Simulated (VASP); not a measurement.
Set up this calculation in VASP 6.6.1, as the native input.

| Item | Value |
| --- | --- |
| Task | electric field gradients |
| Functional | r2SCAN |
| Potentials or basis | VASP PAW PBE potentials, release 64 (Sb) |
| Cutoff | 520 eV |
| k mesh | 11 × 11 × 11 |
| Occupations | fermi-dirac, width 0.05 eV |
| Spin | no spin polarisation |
| Dipole correction | no |
| Further INCAR settings | ALGO = Normal; EDIFF = 1e-08; NBANDS = 12 |

The system is Sb.

```
Sb
1.0
     2.14016    1.23562    3.76495
    -2.14016    1.23562    3.76495
     0.00000   -2.47124    3.76495
Sb
2
Cartesian
  0.0000 0.0000 3.0299
  0.0000 0.0000 8.2649
```

These files were run (other wordings do the same):

POSCAR

```
Sb
1.0
    2.1401607480      1.2356223840      3.7649545526
   -2.1401607480      1.2356223840      3.7649545526
    0.0000000000     -2.4712447680      3.7649545526
Sb
2
Direct
    0.2682562500      0.2682562500      0.2682562500
    0.7317437500      0.7317437500      0.7317437500
```

INCAR.step1

```
SYSTEM = Sb
  ALGO = Normal
  EDIFF = 1E-4
  ENCUT = 520
  GGA = PE
  ISMEAR = -1
  LASPH = .True.
  LCHARG = .False.
  LREAL = .False.
  LWAVE = .True.
  NBANDS = 12
  NELM = 100
  PREC = Accurate
  SIGMA = 0.05
```

INCAR.step2

```
SYSTEM = Sb
  ALGO = Normal
  EDIFF = 1E-8
  ENCUT = 520
  ISIF = 2
  ISMEAR = -1
  ISTART = 1
  LASPH = .True.
  LCHARG = .False.
  LEFG = .True.
  LMIXTAU = .True.
  LREAL = .False.
  LWAVE = .False.
  METAGGA = R2SCAN
  NBANDS = 12
  NELM = 100
  PREC = Accurate
  SIGMA = 0.05
```

KPOINTS

```
k-points
0
Gamma
  11 11 11
  0 0 0
```

Potentials or basis: VASP PAW PBE potentials, release 64 (Sb).

Command:

```console
$ cat potpaw_PBE.64/Sb/POTCAR > POTCAR
$ cp INCAR.step1 INCAR
$ mpirun -np 1 vasp_std > vasp.out
$ cp INCAR.step2 INCAR
$ mpirun -np 1 vasp_std > vasp.out
```

It gave:

| Quantity | Value |
| --- | --- |
| Pressure | 3.3 GPa |
| Largest force | 0.370 eV/Å |
| Band gap on the k mesh | zero (bands 5 and 6 overlap by 0.20 eV) |
| Largest electric field gradient by atom | Sb -65.0 V/Å² |

Caveat: the cell stands under pressure; without QUAD_EFG the Cq values of the log hold for a quadrupole moment of 1 mb, not for the nuclei; the PAW data sets were made with another functional, which shifts forces and pressure a little; spin-orbit coupling is left out, which moves the levels of the heavy elements.

It took 6.1 min on 1 thread of AMD EPYC 9R14 (Zen 4), on a shared host, peak memory 0.24 GiB.
